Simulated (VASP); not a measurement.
# GaSb (Fm-3m) in VASP: further runs, part 2 of 2

VASP 6.6.1. The steps go on from the part before.

## 4. Single point, r2SCAN+rVV10

This run uses another cell than the first one, of 23.38 Å³/atom.

POSCAR reads:

```
GaSb
1.0
    0.0000000000      2.8593230341      2.8593230341
    2.8593230341      0.0000000000      2.8593230341
    2.8593230341      2.8593230341      0.0000000000
Ga Sb
1 1
Direct
    0.0000000000      0.0000000000      0.0000000000
    0.5000000000      0.5000000000      0.5000000000
```

INCAR.step1 reads:

```
PREC     = Accurate       # precision mode
ENCUT    = 550            # plane-wave cutoff, eV
ISMEAR   = -1             # smearing method
SIGMA    = 0.03           # smearing width, eV
LREAL    = F              # projectors in reciprocal space
LASPH    = T              # aspherical terms in the spheres
NELM     = 120            # most SCF steps
NBANDS   = 16             # bands
GGA      = PE             # functional
ALGO     = Normal         # electronic algorithm
EDIFF    = 1E-5           # SCF threshold, eV
LWAVE    = T              # write WAVECAR
LCHARG   = F              # write CHGCAR
GGA_COMPAT= F
```

INCAR.step2 reads:

```
PREC     = Accurate       # precision mode
ENCUT    = 550            # plane-wave cutoff, eV
EDIFF    = 1E-6           # SCF threshold, eV
ISMEAR   = -1             # smearing method
SIGMA    = 0.03           # smearing width, eV
LREAL    = F              # projectors in reciprocal space
LASPH    = T              # aspherical terms in the spheres
NELM     = 120            # most SCF steps
ALGO     = Normal         # electronic algorithm
ISIF     = 2              # what is computed and relaxed
LWAVE    = F              # write WAVECAR
LCHARG   = T              # write CHGCAR
METAGGA  = R2SCAN         # meta-GGA
LMIXTAU  = T            
LUSE_VDW = T            
IVDW_NL  = 2            
BPARAM   = 11.95        
CPARAM   = 0.0093       
LELF     = T              # ELF
LVHAR    = T            
NBANDS   = 16             # bands
ISTART   = 1            
GGA_COMPAT= F
```

KPOINTS reads:

```
regular mesh
0
Gamma
  8 8 8
```

Run with:

```
cat potpaw_PBE.64/Ga_d/POTCAR potpaw_PBE.64/Sb/POTCAR > POTCAR
cp INCAR.step1 INCAR
mpirun -np 1 vasp_std > vasp.out
cp INCAR.step2 INCAR
mpirun -np 1 vasp_std > vasp.out
```

It took 1.9 min on 1 thread of Intel Xeon Platinum 8259CL at 2.50GHz (Skylake/Cascade Lake), shared host; peak memory 0.32 GiB.

The run converged. Its results:

```
Free energy            : -36.5022 eV
Pressure               : 0.2 GPa
Band gap on the k mesh : zero (bands 9 and 10 overlap by 3.48 eV)
```

Levels at points of the mesh, in eV from the Fermi level:
```csv
k point,band 7,band 8,band 9,band 10,band 11,band 12
"(0.00, 0.00, 0.00)",0.20,0.20,0.20,0.58,6.80,6.80
"(0.50, 0.00, 0.00)",-7.76,0.58,0.58,2.38,2.38,3.30
"(0.50, 0.50, 0.00)",-5.39,-3.87,-2.53,-2.53,3.43,9.79
```

Caveat: the structure was generated, so it needn't be the stable form of GaSb; the PAW data sets were made with another functional, which shifts forces and pressure a little; spin-orbit coupling is left out, which moves the levels of the heavy elements.

## 5. Relaxation of cell and atoms, r2SCAN+rVV10

POSCAR reads:

```
GaSb
1.0
    0.0000000000      2.8512767156      2.8512767156
    2.8512767156      0.0000000000      2.8512767156
    2.8512767156      2.8512767156      0.0000000000
Ga Sb
1 1
Direct
    0.0000000000      0.0000000000      0.0000000000
    0.5000000000      0.5000000000      0.5000000000
```

INCAR.step1 reads:

```
SYSTEM = GaSb
PREC = Accurate ; ENCUT = 550
ISMEAR = -1 ; SIGMA = 0.03
LREAL = .FALSE. ; LASPH = .TRUE.
NELM = 120 ; GGA = PE
ALGO = Normal ; EDIFF = 1E-5
LWAVE = .TRUE. ; LCHARG = .FALSE.
GGA_COMPAT = .FALSE. ; IBRION = 2
ISIF = 3 ; EDIFFG = -0.005
NELMIN = 4 ; NSW = 100
```

INCAR.step2 reads:

```
SYSTEM = GaSb
PREC = Accurate ; ENCUT = 550
EDIFF = 1E-7 ; ISMEAR = -1
SIGMA = 0.03 ; LREAL = .FALSE.
LASPH = .TRUE. ; NELM = 120
ALGO = Normal ; ISIF = 3
LWAVE = .FALSE. ; LCHARG = .FALSE.
METAGGA = R2SCAN ; LMIXTAU = .TRUE.
LUSE_VDW = .TRUE. ; IVDW_NL = 2
BPARAM = 11.95 ; CPARAM = 0.0093
IBRION = 2 ; NSW = 100
EDIFFG = -0.01 ; ISTART = 1
GGA_COMPAT = .FALSE. ; NELMIN = 4
```

KPOINTS reads:

```
Automatic mesh
0
G
  8 8 8
  0 0 0
```

Run with:

```
cat potpaw_PBE.64/Ga_d/POTCAR potpaw_PBE.64/Sb/POTCAR > POTCAR
cp INCAR.step1 INCAR
mpirun -np 1 vasp_std > vasp.out
cp INCAR.step2 INCAR
mpirun -np 1 vasp_std > vasp.out
```

Wall time 7.3 min (1 thread of Intel Xeon Platinum 8259CL at 2.50GHz (Skylake/Cascade Lake), shared host); peak memory 0.34 GiB.

The run converged. Its results:

* Free energy: -36.5022 eV
* Relaxed volume: 23.43 Å³/atom
* Relaxed cell: a = 4.047 Å, b = 4.047 Å, c = 4.047 Å, α = 60.00°, β = 60.00°, γ = 60.00°
* Space group after relaxing (to 0.1 Å): Fm-3m (No. 225)
* Energy gained by relaxing: 0.6 meV/atom
* Ionic steps: 3
* Pressure after relaxing: 0.0 GPa
* Band gap on the k mesh: zero (bands 9 and 10 overlap by 3.47 eV)

Step by step:
```
step  energy change (eV)  largest force (eV/Å)  pressure (GPa)  volume (Å³)
   1              0.0000                0.0000            0.78        46.36
   2             -0.0009                0.0000           -0.32        47.12
   3             -0.0012                0.0000            0.03        46.86
```

Final structure:
```
CELL_PARAMETERS angstrom
0.00000 2.86156 2.86156
2.86156 0.00000 2.86156
2.86156 2.86156 0.00000
ATOMIC_POSITIONS crystal
Ga 0.00000 0.00000 0.00000
Sb 0.50000 0.50000 0.50000
```

Levels at points of the mesh, in eV from the Fermi level:
| k point | band 6 | band 7 | band 8 | band 9 | band 10 | band 11 | band 12 | band 13 |
| --- | --- | --- | --- | --- | --- | --- | --- | --- |
| (0.00, 0.00, 0.00) | -12.48 | 0.20 | 0.20 | 0.20 | 0.56 | 6.79 | 6.79 | 6.79 |
| (0.50, 0.00, 0.00) | -9.87 | -7.74 | 0.58 | 0.58 | 2.38 | 2.38 | 3.29 | 3.46 |
| (0.50, 0.50, 0.00) | -9.09 | -5.37 | -3.87 | -2.52 | -2.52 | 3.44 | 9.77 | 9.77 |

Caveat: the structure was generated, so it needn't be the stable form of GaSb; the PAW data sets were made with another functional, which shifts forces and pressure a little; spin-orbit coupling is left out, which moves the levels of the heavy elements.

## 6. Overview

```tsv
task	level	cell	k mesh	cutoff (eV)	gap on the mesh (eV)	pressure (GPa)	relaxed volume (Å³/atom)
single point	PBEsol	a = 4.032 Å, angles 60.0°, 2 atoms	6 × 6 × 6	500	none	0.1	-
relaxation of cell and atoms	PBEsol	relaxed from a = 3.917 Å, angles 60.0°, 2 atoms	6 × 6 × 6	500	none	0.0	23.21
single point	r2SCAN+rVV10	a = 4.044 Å, angles 60.0°, 2 atoms	8 × 8 × 8	550	none	0.2	-
relaxation of cell and atoms	r2SCAN+rVV10	relaxed from a = 4.032 Å, angles 60.0°, 2 atoms	8 × 8 × 8	550	none	0.0	23.43
```

Alike in all rows: potentials or basis VASP PAW PBE potentials, release 64 (Ga_d, Sb); no spin polarisation; smearing fermi-dirac 0.03 eV.

Caveats: the structure was generated, so it needn't be the stable form of GaSb; the PAW data sets were made with another functional, which shifts forces and pressure a little; spin-orbit coupling is left out, which moves the levels of the heavy elements.

Absolute energies hang on the potentials; compare differences alone.
